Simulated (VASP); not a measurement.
Wanted: the native input for a VASP 6.6.1 run.

| Property | Result |
| --- | --- |
| Task | single point |
| Functional | PBEsol |
| Potentials or basis | VASP PAW PBE potentials, release 64 (Al, N) |
| Cutoff | 520 eV |
| k mesh | 17 × 17 × 17 |
| Occupations | fermi-dirac, width 0.1 eV |
| Spin | no spin polarisation |
| Dipole correction | no |
| Further INCAR settings | ALGO = Normal; EDIFF = 1e-06; NBANDS = 11 |

The structure of AlN (rocksalt type) lies in POSCAR:

```
AlN
1.0
    0.0000000000      1.8128279791      1.8128279791
    1.8128279791      0.0000000000      1.8128279791
    1.8128279791      1.8128279791      0.0000000000
Al N
1 1
Direct
    0.0000000000      0.0000000000      0.0000000000
    0.5000000000      0.5000000000      0.5000000000
```

This cell differs from its parent crystal: volume scaled by 0.72.

The input as run:

INCAR

```
ALGO     = Normal         # electronic algorithm
EDIFF    = 1E-6           # SCF threshold, eV
ENCUT    = 520            # plane-wave cutoff, eV
GGA      = PS             # functional
ISIF     = 2              # what is computed and relaxed
ISMEAR   = -1             # smearing method
LASPH    = True           # aspherical terms in the spheres
LCHARG   = False          # write CHGCAR
LREAL    = False          # projectors in reciprocal space
LWAVE    = False          # write WAVECAR
NBANDS   = 11             # bands
NELM     = 80             # most SCF steps
PREC     = Accurate       # precision mode
SIGMA    = 0.1            # smearing width, eV
```

KPOINTS

```
k-points
0
Gamma
  17 17 17
```

Potentials or basis: VASP PAW PBE potentials, release 64 (Al, N).

Command:

```console
$ cat potpaw_PBE.64/Al/POTCAR potpaw_PBE.64/N/POTCAR > POTCAR
$ mpirun -np 1 vasp_std > vasp.out
```

Results of the run:

The pressure is 164.8 GPa and the band gap on the k mesh is 4.33 eV, indirect (least direct gap 8.07 eV).

Caveat: the PAW data sets were made with another functional, which shifts forces and pressure a little.

It took 35 s on 1 thread of Intel Xeon 8259CL, on a shared host, peak memory 0.14 GiB.
